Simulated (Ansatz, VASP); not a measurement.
Zn: VASP beside Ansatz

```
Zn
1.0
     2.67000    0.00000    0.00000
    -1.33500    2.31229    0.00000
     0.00000    0.00000    4.96600
Zn
2
Direct
  0.66667 0.33333 0.75000
  0.33333 0.66667 0.25000
```

Alike in both runs: task relaxation of cell and atoms; functional PBEsol; dispersion D4; k mesh 11 × 11 × 6; occupations fermi-dirac, width 0.05 eV; no spin polarisation.

```csv
,VASP,Ansatz
version,VASP 6.6.1,Ansatz 0.2.0
potentials or method,"VASP PAW PBE potentials, release 64 (Zn)",Ansatz PAW
plane-wave cutoff (eV),600,420
valence electrons in the cell,24,24
```

Ansatz gave:

* gap on the k mesh at the Fermi level, each at its own relaxed structure (eV): none
* relaxed volume (Å³/atom): 13.64
* relaxed cell length with the largest relative difference (Å): 2.673

Q: Estimate VASP's values.

A: gap on the k mesh at the Fermi level, each at its own relaxed structure (eV): none; relaxed volume (Å³/atom): 13.70; relaxed cell length with the largest relative difference (Å): 2.677.

VASP's potentials were made for PBE, not for PBEsol. A gap of «none» marks a metal or a gap that the smearing closes.

Noted on Ansatz's run: the plane-wave basis is chosen anew once the cell has moved, so the energies of steps on either side of that aren't comparable.
